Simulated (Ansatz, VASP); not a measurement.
**Y: VASP beside Ansatz**

Contents of INCAR:

```
  ALGO = Normal
  EDIFF = 1E-6
  ENCUT = 520
  GGA = PE
  ISIF = 2
  ISMEAR = -1
  LASPH = T
  LCHARG = T
  LELF = T
  LREAL = F
  LVHAR = T
  LWAVE = F
  NBANDS = 12
  NELM = 100
  PREC = Accurate
  SIGMA = 0.03
```

Contents of KPOINTS:

```
k-points
0
Gamma
  14 14 14
```

POSCAR

```
Y
1.0
    0.0000000000      2.4850000000      2.4850000000
    2.4850000000      0.0000000000      2.4850000000
    2.4850000000      2.4850000000      0.0000000000
Y
1
Direct
    0.0000000000      0.0000000000      0.0000000000
```

Input for Ansatz:

```yaml
crystal:
  lattice:
    - [0.0, 2.485, 2.485]
    - [2.485, 0.0, 2.485]
    - [2.485, 2.485, 0.0]
  atoms:
    - { symbol: "Y", position: [0.0, 0.0, 0.0] }
kpoints:
  mp_grid: { grid: [14, 14, 14] }
  band_path:
    path:
      - [0.0, 0.0, 0.0]
      - [0.5, 0.0, 0.5]
      - [0.625, 0.25, 0.625]
      - [0.375, 0.375, 0.75]
      - [0.0, 0.0, 0.0]
      - [0.5, 0.5, 0.5]
      - [0.5, 0.25, 0.75]
      - [0.5, 0.0, 0.5]
    npoints: 5
scf:
  occupations: { method: fermi_dirac, width: 0.03 }
hamiltonian:
  xc: pbe
  pseudopotentials:
    kind: all_electron
    lapw: { basis_error: 0.001 }
    relativity: none
output:
  forces: true
  stress: true
  eigenvalues: true
```

Alike in both runs: task single point; functional PBE; k mesh 14 × 14 × 14; occupations fermi-dirac, width 0.03 eV; no spin polarisation.

|  | VASP | Ansatz |
| --- | --- | --- |
| version | VASP 6.6.1 | Ansatz 0.2.0 |
| potentials or method | VASP PAW PBE potentials, release 64 (Y_sv), cutoff 520 eV | all-electron LAPW, non-relativistic |

```csv
,VASP,Ansatz,Ansatz less VASP
pressure (GPa),2.2,2.2,-0.05
```

Ansatz ran all-electron here, and VASP with PAW potentials.
